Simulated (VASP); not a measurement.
# MgO (Fm-3m) in VASP: further runs

MgO is run at these levels: PBE, LDA; tasks: single point.

All numbers are computed with VASP 6.6.1; they aren't measurements. Logs are shortened: lines on timing, memory, paths and dates and some standing lists are left out, and cuts for length are marked.

**1. The cell of the first run**

The structure is cubic, space group Fm-3m (No. 225). The conventional cell has a = 4.194 Å, b = 4.194 Å, c = 4.194 Å, α = 90.00°, β = 90.00°, γ = 90.00°. Mg (site symmetry m-3m) has 6 O at 2.10 Å within 2.8 Å. O (site symmetry m-3m) has 6 Mg at 2.10 Å within 2.8 Å.

**2. Single point, PBE**

Contents of INCAR:

```
SYSTEM = MgO
  PREC = Accurate
  ENCUT = 520
  EDIFF = 1E-7
  ISMEAR = -1
  SIGMA = 0.05
  LREAL = .FALSE.
  LASPH = .TRUE.
  NELM = 80
  ALGO = Normal
  ISIF = 2
  LWAVE = .FALSE.
  LCHARG = .FALSE.
  GGA = PE
  NBANDS = 11
```

Contents of KPOINTS:

```
Automatic mesh
0
G
  6 6 6
  0 0 0
```

Contents of POSCAR:

```
MgO
1.0
    0.0000000000      2.0970013927      2.0970013927
    2.0970013927      0.0000000000      2.0970013927
    2.0970013927      2.0970013927      0.0000000000
Mg O
1 1
Direct
    0.0000000000      0.0000000000      0.0000000000
    0.5000000000      0.5000000000      0.5000000000
```

Potentials or basis: VASP PAW PBE potentials, release 64 (Mg, O).

On the command line:

```sh
cat potpaw_PBE.64/Mg/POTCAR potpaw_PBE.64/O/POTCAR > POTCAR
mpirun -np 1 vasp_std > vasp.out
```

OUTCAR:

```text
SYSTEM = MgO
   PREC = Accurate
   ENCUT = 520
   EDIFF = 1E-7
   ISMEAR = -1
   LREAL = .FALSE.
   LASPH = .TRUE.
   NELM = 80
   ISIF = 2
   GGA = PE

 ion  position               nearest neighbor table
   1  0.000  0.000  0.000-   2 2.10   2 2.10   2 2.10   2 2.10   2 2.10   2 2.10
   2  0.500  0.500  0.500-   1 2.10   1 2.10   1 2.10   1 2.10   1 2.10   1 2.10

  LATTYP: Found a face centered cubic cell.
 ALAT       =     4.1940027854

  Lattice vectors:

 A1 = (   0.0000000000,   2.0970013927,   2.0970013927)
 A2 = (   2.0970013927,   0.0000000000,   2.0970013927)
 A3 = (   2.0970013927,   2.0970013927,   0.0000000000)

Analysis of symmetry for initial positions (statically):
=====================================================================
 Subroutine PRICEL returns:
 Original cell was already a primitive cell.

 Routine SETGRP: Setting up the symmetry group for a
 face centered cubic supercell.

 Subroutine GETGRP returns: Found 48 space group operations
 (whereof 48 operations were pure point group operations)
 out of a pool of 48 trial point group operations.

The static configuration has the point symmetry O_h .

Analysis of symmetry for dynamics (positions and initial velocities):
=====================================================================
 Subroutine PRICEL returns:
 Original cell was already a primitive cell.

 Routine SETGRP: Setting up the symmetry group for a
 face centered cubic supercell.

 Subroutine GETGRP returns: Found 48 space group operations
 (whereof 48 operations were pure point group operations)
 out of a pool of 48 trial point group operations.

The dynamic configuration has the point symmetry O_h .

 Subroutine INISYM returns: Found 48 space group operations
 (whereof 48 operations are pure point group operations),
 and found     1 'primitive' translations

----------------------------------------------------------------------------------------

                                     Primitive cell

  volume of cell :      18.4428

  direct lattice vectors                    reciprocal lattice vectors
     0.000000000  2.097001393  2.097001393    -0.238435702  0.238435702  0.238435702
     2.097001393  0.000000000  2.097001393     0.238435702 -0.238435702  0.238435702
     2.097001393  2.097001393  0.000000000     0.238435702  0.238435702 -0.238435702

  length of vectors
     2.965607810  2.965607810  2.965607810     0.412982751  0.412982751  0.412982751

  position of ions in fractional coordinates (direct lattice)
     0.000000000  0.000000000  0.000000000
     0.500000000  0.500000000  0.500000000

  ion indices of the primitive-cell ions
   primitive index   ion index
                 1           1
                 2           2

----------------------------------------------------------------------------------------

 KPOINTS: Automatic mesh

Automatic generation of k-mesh.
 Grid dimensions read from file:
 generate k-points for:    6    6    6

 Generating k-lattice:

  Cartesian coordinates                     Fractional coordinates (reciprocal lattice)
    -0.039739284  0.039739284  0.039739284     0.166666667  0.000000000  0.000000000
     0.039739284 -0.039739284  0.039739284     0.000000000  0.166666667  0.000000000
     0.039739284  0.039739284 -0.039739284     0.000000000  0.000000000  0.166666667

  Length of vectors
     0.068830458  0.068830458  0.068830458

  Shift w.r.t. Gamma in fractional coordinates (k-lattice)
     0.000000000  0.000000000  0.000000000

 Subroutine IBZKPT returns following result:
 ===========================================

 Found     16 irreducible k-points:

 Following reciprocal coordinates:
            Coordinates               Weight
  0.000000  0.000000  0.000000      1.000000
  0.166667  0.000000  0.000000      8.000000
  0.333333  0.000000  0.000000      8.000000
  0.500000  0.000000  0.000000      4.000000
  0.166667  0.166667  0.000000      6.000000
  0.333333  0.166667  0.000000     24.000000
[... 8 lines left out ...]
 -0.333333  0.333333  0.166667     24.000000
 -0.333333  0.500000  0.166667     12.000000
   k-points           NKPTS =     16   k-points in BZ     NKDIM =     16   number of bands    NBANDS=     11
   number of dos      NEDOS =    301   number of ions     NIONS =      2
   total plane-waves  NPLWV =  13824
   dimension x,y,z NGX =    24 NGY =   24 NGZ =   24
   dimension x,y,z NGXF=    48 NGYF=   48 NGZF=   48
   ions per type =               1   1
   NGX,Y,Z   is equivalent  to a cutoff of  13.45, 13.45, 13.45 a.u.
   NGXF,Y,Z  is equivalent  to a cutoff of  26.91, 26.91, 26.91 a.u.
 SYSTEM =  MgO
   PREC   = accura    normal or accurate (medium, high low for compatibility)
   ISTART =      0    job   : 0-new  1-cont  2-samecut
   ICHARG =      2    charge: 1-file 2-atom 10-const
   ISPIN  =      1    spin polarized calculation?
   LNONCOLLINEAR =      F non collinear calculations
   LSORBIT =      F    spin-orbit coupling
   LASPH  =      T    aspherical Exc in radial PAW
   ENCUT  =  520.0 eV  38.22 Ry    6.18 a.u.   5.51  5.51  5.51*2*pi/ulx,y,z
   NELM   =     80;   NELMIN=  2; NELMDL= -5     # of ELM steps
   EDIFF  = 0.1E-06   stopping-criterion for ELM
   LREAL  =      F    real-space projection
   EDIFFG = 0.1E-05   stopping-criterion for IOM
   NSW    =      0    number of steps for IOM
   IBRION =     -1    ionic relax: 0-MD 1-quasi-New 2-CG
   NFREE  =      0    steps in history (QN), initial steepest desc. (CG)
   ISIF   =      2    stress and relaxation
   ISYM   =      2    0-nonsym 1-usesym 2-fastsym
   POTIM  = 0.5000    time-step for ionic-motion
   TEBEG  =    0.0;   TEEND  =   0.0 temperature during run
   PSTRESS=    0.0 pullay stress
   NELECT =       8.0000    total number of electrons
   NUPDOWN=      -1.0000    fix difference up-down
   EMIN   =  10.00;   EMAX   =-10.00  energy-range for DOS
   EFERMI =   0.00;   METHOD = LEGACY
   ISMEAR =    -1;   SIGMA  =   0.05  broadening in eV -4-tet -1-fermi 0-gaus
   EFERMI_NEDOS =   21; number of points for ismear=-14 and -15
   IALGO  =     38    algorithm
   IMIX   =      4    mixing-type and parameters
     AMIX     =   0.40;   BMIX     =  1.00
     AMIX_MAG =   1.60;   BMIX_MAG =  1.00
  volume/ion in A,a.u.               =       9.22        62.23
  Fermi-wavevector in a.u.,A,eV,Ry     =   1.239261  2.341864 20.895389  1.535768
  Thomas-Fermi vector in A             =   2.373752
   LORBIT       =      0    0 simple, 1 ext, 2 COOP (PROOUT), +10 PAW based schemes
   GGA     = PE    functional components
   LHFCALC =     F    Hartree Fock is set to
   AEXX    =    0.0000 exact exchange contribution
   IVDW    =     0    specifies the selected vdW correction
   LEPSILON=     F    determine dielectric tensor
   LRPA    =     F    only Hartree local field effects (RPA)
 non-spin polarized calculation
  energy-cutoff  :      520.00
  volume of cell :       18.44
 maximum number of plane-waves:       531
 NGX is ok and might be reduce to    24
   NGX = 11   NGY = 11   NGZ = 11

 number of electron       8.0000004 magnetization

 Free energy of the ion-electron system (eV)
  ---------------------------------------------------
  ext. energy  EPLUGINS =         0.00000000
  ---------------------------------------------------
  free energy    TOTEN  =       -11.89728973 eV

  energy without entropy =      -11.89728973  energy(sigma->0) =      -11.89728973

 E-fermi :   4.3321     XC(G=0): -11.1397

 val. band max:        3.2850120350   @ k =   0.0000   0.0000   0.0000
 cond. band min:       8.1376451808   @ k =   0.0000   0.0000   0.0000
 fundamental gap:      4.8526331459
 Fermi energy:         4.3321110043

 k-point     1 :       0.0000    0.0000    0.0000
  band No.  band energies     occupation
      1     -14.0452      2.00000
      2       3.2850      2.00000
      3       3.2850      2.00000
      4       3.2850      2.00000
      5       8.1376      0.00000
      6      19.1573      0.00000
      7      19.1573      0.00000
      8      19.1573      0.00000
      9      23.1082      0.00000
     10      24.8975      0.00000
     11      24.8975      0.00000

 k-point     2 :       0.1667    0.0000    0.0000
  band No.  band energies     occupation
      1     -13.7558      2.00000
      2       1.7657      2.00000
      3       3.1068      2.00000
      4       3.1068      2.00000
      5       9.5587      0.00000
      6      16.8244      0.00000
      7      19.7440      0.00000
      8      19.7440      0.00000
      9      23.6366      0.00000
     10      23.6366      0.00000
     11      25.7645      0.00000

 k-point     3 :       0.3333    0.0000    0.0000
  band No.  band energies     occupation
      1     -13.1036      2.00000
      2      -0.4245      2.00000
      3       2.7739      2.00000
      4       2.7739      2.00000
      5      11.0550      0.00000
      6      15.7169      0.00000
      7      19.9854      0.00000
      8      19.9854      0.00000
      9      24.3317      0.00000
     10      24.3317      0.00000
     11      24.9261      0.00000

 k-point     4 :       0.5000    0.0000    0.0000
  band No.  band energies     occupation
      1     -12.7281      2.00000
      2      -1.3883      2.00000
      3       2.6174      2.00000
      4       2.6174      2.00000
      5      11.2637      0.00000
      6      16.0392      0.00000
      7      19.7286      0.00000
      8      19.7286      0.00000
      9      24.3719      0.00000
     10      25.9513      0.00000
     11      25.9513      0.00000
[... 127 lines left out ...]
 k-point    14 :       0.5000    0.3333    0.1667
  band No.  band energies     occupation
      1     -12.7232      2.00000
      2      -0.2949      2.00000
      3       1.4079      2.00000
      4       2.2518      2.00000
      5      13.4193      0.00000
      6      14.4186      0.00000
      7      16.9844      0.00000
      8      20.6418      0.00000
      9      22.8960      0.00000
     10      26.3419      0.00000
     11      31.3667      0.00000

 k-point    15 :      -0.3333    0.3333    0.1667
  band No.  band energies     occupation
      1     -12.4935      2.00000
      2      -0.3474      2.00000
      3       0.7832      2.00000
      4       1.9994      2.00000
      5      13.9473      0.00000
      6      15.3398      0.00000
      7      16.1660      0.00000
      8      19.9468      0.00000
      9      24.2275      0.00000
     10      25.4686      0.00000
     11      31.2349      0.00000

 k-point    16 :      -0.3333    0.5000    0.1667
  band No.  band energies     occupation
      1     -12.4240      2.00000
      2      -0.3208      2.00000
      3       1.0125      2.00000
      4       1.5945      2.00000
      5      13.8887      0.00000
      6      14.8510      0.00000
      7      15.8797      0.00000
      8      19.9615      0.00000
      9      23.6546      0.00000
     10      28.1143      0.00000
     11      29.7005      0.00000

------------------------ aborting loop because EDIFF is reached ----------------------------------------

  FORCE on cell =-STRESS in cart. coord.  units (eV):
  Direction    XX          YY          ZZ          XY          YZ          ZX
  --------------------------------------------------------------------------------------
  -------------------------------------------------------------------------------------
  Total        0.7127527      0.7127527      0.7127527      0.0000000      0.0000000      0.0000000
  in kB       61.9189122     61.9189122     61.9189122      0.0000000      0.0000000      0.0000000
  external PRESSURE =      61.9189122 kB  Pullay stress =       0.0000000 kB

 VOLUME and BASIS-vectors are now :
 -----------------------------------------------------------------------------
  energy-cutoff  :      520.00
  volume of cell :       18.44
      direct lattice vectors                 reciprocal lattice vectors
     0.000000000  2.097001393  2.097001393    -0.238435702  0.238435702  0.238435702
     2.097001393  0.000000000  2.097001393     0.238435702 -0.238435702  0.238435702
     2.097001393  2.097001393  0.000000000     0.238435702  0.238435702 -0.238435702

 POSITION                                       TOTAL-FORCE (eV/Angst)
 -----------------------------------------------------------------------------------
      0.00000      0.00000      0.00000         0.000000      0.000000      0.000000
      2.09700      2.09700      2.09700        -0.000000     -0.000000     -0.000000
 -----------------------------------------------------------------------------------
    total drift:                               -0.000000     -0.000000      0.000000

  FREE ENERGIE OF THE ION-ELECTRON SYSTEM (eV)
  ---------------------------------------------------
  free  energy   TOTEN  =       -11.8972897258 eV

  energy  without entropy=      -11.8972897258  energy(sigma->0) =      -11.89728973
```

It took 2.6 s on 1 thread of Intel Xeon 6975P-C (Granite Rapids), shared host; peak memory 0.13 GiB.

What came out:

| Property | Result |
| --- | --- |
| Free energy | -11.8973 eV |
| Pressure | 6.2 GPa |
| Band gap on the k mesh | 4.85 eV, direct |

Caveat: the k points lie up to 0.43 Å⁻¹ apart. As with any semilocal functional, this PBE gap is likely too small.

**3. Single point, PBE**

Contents of INCAR:

```
PREC = Accurate
ENCUT = 520
EDIFF = 1E-7
ISMEAR = 0
SIGMA = 0.011
LREAL = False
LASPH = True
NELM = 80
ALGO = Normal
ISIF = 2
LWAVE = False
LCHARG = False
GGA = PE
NBANDS = 11
```

Contents of KPOINTS:

```
regular mesh
0
Gamma
  11 11 11
```

POSCAR is that of step 2.

Potentials or basis: VASP PAW PBE potentials, release 64 (Mg, O).

On the command line:

```sh
cat potpaw_PBE.64/Mg/POTCAR potpaw_PBE.64/O/POTCAR > POTCAR
mpirun -np 1 vasp_std > vasp.out
```

Run time: 4.6 s. Hardware: 1 thread of Intel Xeon 6975P-C (Granite Rapids), shared host; peak memory 0.14 GiB.

Results (log left out):

```
Free energy            : -11.8977 eV
Pressure               : 6.2 GPa
Band gap on the k mesh : 4.85 eV, direct
```

Levels at points of the mesh, in eV from the valence-band top:
| k point | band 1 | band 2 | band 3 | band 4 | band 5 | band 6 | band 7 | band 8 |
| --- | --- | --- | --- | --- | --- | --- | --- | --- |
| (0.00, 0.00, 0.00) | -17.33 | 0.00 | 0.00 | 0.00 | 4.85 | 15.87 | 15.87 | 15.87 |

**4. Single point, LDA**

Contents of INCAR:

```
ALGO = Normal ; EDIFF = 1E-6
ENCUT = 520 ; ISIF = 2
ISMEAR = -1 ; LASPH = T
LCHARG = F ; LREAL = F
LWAVE = F ; NBANDS = 11
NELM = 100 ; PREC = Accurate
SIGMA = 0.05
```

Contents of KPOINTS:

```
k-points
0
Gamma
  11 11 11
```

POSCAR is that of step 3.

Potentials or basis: VASP PAW LDA potentials, release 64 (Mg, O).

On the command line:

```sh
cat potpaw_LDA.64/Mg/POTCAR potpaw_LDA.64/O/POTCAR > POTCAR
mpirun -np 1 vasp_std > vasp.out
```

OUTCAR:

```text
EDIFF = 1E-6
   ENCUT = 520
   ISIF = 2
   ISMEAR = -1
   LASPH = T
   LREAL = F
   NELM = 100
   PREC = Accurate

 ion  position               nearest neighbor table
   1  0.000  0.000  0.000-   2 2.10   2 2.10   2 2.10   2 2.10   2 2.10   2 2.10
   2  0.500  0.500  0.500-   1 2.10   1 2.10   1 2.10   1 2.10   1 2.10   1 2.10

  LATTYP: Found a face centered cubic cell.
 ALAT       =     4.1940027854

  Lattice vectors:

[... 522 lines left out ...]

------------------------ aborting loop because EDIFF is reached ----------------------------------------

  FORCE on cell =-STRESS in cart. coord.  units (eV):
  Direction    XX          YY          ZZ          XY          YZ          ZX
  --------------------------------------------------------------------------------------
  -------------------------------------------------------------------------------------
  Total       -0.6640247     -0.6640247     -0.6640247     -0.0000000      0.0000000     -0.0000000
  in kB      -57.6857686    -57.6857686    -57.6857686     -0.0000000      0.0000000     -0.0000000
  external PRESSURE =     -57.6857686 kB  Pullay stress =       0.0000000 kB

 VOLUME and BASIS-vectors are now :
 -----------------------------------------------------------------------------
  energy-cutoff  :      520.00
  volume of cell :       18.44
      direct lattice vectors                 reciprocal lattice vectors
     0.000000000  2.097001393  2.097001393    -0.238435702  0.238435702  0.238435702
     2.097001393  0.000000000  2.097001393     0.238435702 -0.238435702  0.238435702
     2.097001393  2.097001393  0.000000000     0.238435702  0.238435702 -0.238435702

 POSITION                                       TOTAL-FORCE (eV/Angst)
 -----------------------------------------------------------------------------------
      0.00000      0.00000      0.00000        -0.000000     -0.000000      0.000000
      2.09700      2.09700      2.09700         0.000000      0.000000      0.000000
 -----------------------------------------------------------------------------------
    total drift:                               -0.000000     -0.000000      0.000000

  FREE ENERGIE OF THE ION-ELECTRON SYSTEM (eV)
  ---------------------------------------------------
  free  energy   TOTEN  =       -13.4346295323 eV

  energy  without entropy=      -13.4346295322  energy(sigma->0) =      -13.43462953
```

Wall time 3.7 s (1 thread of Intel Xeon 6975P-C (Granite Rapids), shared host); peak memory 0.13 GiB.

What came out:

- Free energy: -13.4346 eV
- Pressure: -5.8 GPa
- Band gap on the k mesh: 4.78 eV, direct

As with any semilocal functional, this LDA gap is likely too small.

**5. Single point, LDA**

This run uses another cell than the first one, of 8.99 Å³/atom, 0.975 times its volume.

Contents of INCAR:

```
SYSTEM = MgO
PREC = Accurate
ENCUT = 520
EDIFF = 1E-6
ISMEAR = -1
SIGMA = 0.05
LREAL = .FALSE.
LASPH = .TRUE.
NELM = 60
ALGO = Normal
ISIF = 2
LWAVE = .FALSE.
LCHARG = .FALSE.
NBANDS = 11
```

Contents of KPOINTS:

```
Automatic mesh
0
G
  11 11 11
  0 0 0
```

Contents of POSCAR:

```
MgO
1.0
    0.0000000000      2.0795741973      2.0795741973
    2.0795741973      0.0000000000      2.0795741973
    2.0795741973      2.0795741973      0.0000000000
Mg O
1 1
Direct
    0.0000000000      0.0000000000      0.0000000000
    0.5000000000      0.5000000000      0.5000000000
```

On the command line:

```sh
cat potpaw_LDA.64/Mg/POTCAR potpaw_LDA.64/O/POTCAR > POTCAR
mpirun -np 1 vasp_std > vasp.out
```

Wall time 3.5 s (1 thread of Intel Xeon 6975P-C (Granite Rapids), shared host); peak memory 0.13 GiB.

Results (log left out):

```yaml
Free_energy: -13.4448 eV
Pressure: -1.7 GPa
Band_gap_on_the_k_mesh: 5.04 eV, direct
```

Levels at points of the mesh, in eV from the valence-band top:
| k point | band 2 | band 3 | band 4 | band 5 | band 6 | band 7 |
| --- | --- | --- | --- | --- | --- | --- |
| (0.00, 0.00, 0.00) | 0.00 | 0.00 | 0.00 | 5.04 | 15.73 | 15.73 |

(Part 1 of 2 ends here.)
